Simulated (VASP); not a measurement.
# Ta3AsAu2O13: single point with r2SCAN

The system is Ta3AsAu2O13.

```xyz
19
Lattice="5.2079 3.0068 4.0185 -5.2079 3.0068 4.0185 0.0000 -6.0135 4.0185" Properties=species:S:1:pos:R:3 pbc="T T T"
Ta   -1.7768    1.0258    4.1360
Ta    0.0000   -2.0517    4.1360
Ta    1.7768    1.0258    4.1360
As    0.0000    0.0000    6.7689
Au    0.0000    0.0000   11.7283
Au    0.0000    0.0000    9.1113
O    -1.3296    0.7676    5.9800
O     0.0000   -1.5353    5.9800
O     1.3296    0.7676    5.9800
O     2.5246   -0.6372    3.4784
O    -0.7105    2.5050    3.4784
O    -1.8141   -1.8678    3.4784
O     1.8141   -1.8678    3.4784
O    -2.5246   -0.6372    3.4784
O     0.7105    2.5050    3.4784
O    -3.3261    1.9203    3.8960
O     0.0000   -3.8407    3.8960
O     3.3261    1.9203    3.8960
O     0.0000    0.0000    3.6652
```

```json
{
  "Program": "VASP 6.6.1",
  "Task": "single point",
  "Functional": "r2SCAN",
  "Potentials or basis": "VASP PAW PBE potentials, release 64 (Ta_pv, As, Au, O)",
  "Cutoff": "520 eV",
  "k mesh": "3 × 3 × 3",
  "Occupations": "fermi-dirac, width 0.05 eV",
  "Spin": "no spin polarisation",
  "Dipole correction": "no",
  "Further INCAR settings": "LREAL = Auto; ALGO = Normal; EDIFF = 1e-07; NBANDS = 84"
}
```

```json
{
  "Pressure": "1.0 GPa",
  "Largest force": "0.419 eV/Å",
  "Band gap on the k mesh": "1.64 eV, indirect (least direct gap 1.69 eV)"
}
```

Forces in eV/Å, atoms in the order of the input:
```
Ta   0.082 -0.047  0.003
Ta   0.000  0.094  0.003
Ta  -0.082 -0.047  0.003
As   0.000  0.000  0.419
Au   0.000  0.000  0.036
Au   0.000  0.000 -0.041
O   -0.145  0.084  0.013
O    0.000 -0.167  0.013
O    0.145  0.084  0.013
O    0.237  0.194 -0.050
O   -0.287  0.108 -0.050
O    0.050 -0.302 -0.050
O   -0.050 -0.302 -0.050
O   -0.237  0.194 -0.050
O    0.287  0.108 -0.050
O   -0.257  0.148 -0.036
O    0.000 -0.297 -0.036
O    0.257  0.148 -0.036
O    0.000  0.000 -0.056
```

Stress tensor (GPa, compression positive):
```
1.20 0.00 0.00
0.00 1.20 0.00
0.00 0.00 0.48
```

Levels at points of the mesh, in eV from the valence-band top:
| k point | band 67 | band 68 | band 69 | band 70 | band 71 | band 72 |
| --- | --- | --- | --- | --- | --- | --- |
| (0.00, 0.00, 0.00) | -0.11 | -0.05 | -0.05 | 1.64 | 3.42 | 3.42 |

It took 9.1 min on 1 thread of AMD EPYC 9R45 96-Core Processor (Zen 5) (shared host), peak memory 0.48 GiB.

Caveat: the PAW data sets were made with another functional, which shifts forces and pressure a little; spin-orbit coupling is left out, which moves the levels of the heavy elements. r2SCAN opens gaps a little over a GGA but as a rule still falls short of measured ones.
